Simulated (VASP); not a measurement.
Here is a VASP 6.6.1 calculation.

INCAR

```
SYSTEM = AlN
PREC = Accurate
ENCUT = 520
EDIFF = 1E-8
ISMEAR = -1
SIGMA = 0.02
LREAL = .False.
LASPH = .True.
NELM = 100
ALGO = Normal
ISIF = 2
LWAVE = .False.
LCHARG = .False.
GGA = PE
LEFG = .True.
NBANDS = 16
```

File KPOINTS:

```
Automatic mesh
0
Gamma
  11 11 6
  0 0 0
```

POSCAR

```
AlN
1.0
    3.0689564278      0.0000000000      0.0000000000
   -1.5344782139      2.6577942296      0.0000000000
    0.0000000000      0.0000000000      4.9107214824
Al N
2 2
Direct
    0.3333333333      0.6666666667      0.0000000000
    0.6666666667      0.3333333333      0.5000000000
    0.3333333333      0.6666666667      0.3850000000
    0.6666666667      0.3333333333      0.8850000000
```

Potentials or basis: VASP PAW PBE potentials, release 64 (Al, N).

The run is started by

```bash
$ cat potpaw_PBE.64/Al/POTCAR potpaw_PBE.64/N/POTCAR > POTCAR
$ mpirun -np 1 vasp_std > vasp.out
```

Q: Estimate the largest force.

A: 0.184 eV/Å.

Q: Predict the band gap on the k mesh.

A: 4.53 eV, direct.

Electric field gradients, principal values (V/Å²):
```
atom   least  middle  greatest (by size)
1 Al  -4.528  -4.528               9.057
2 Al  -4.528  -4.528               9.057
 3 N  -0.470  -0.471               0.942
 4 N  -0.470  -0.471               0.942
```

Caveat: without QUAD_EFG the Cq values of the log hold for a quadrupole moment of 1 mb, not for the nuclei. A k mesh can miss the band edges.
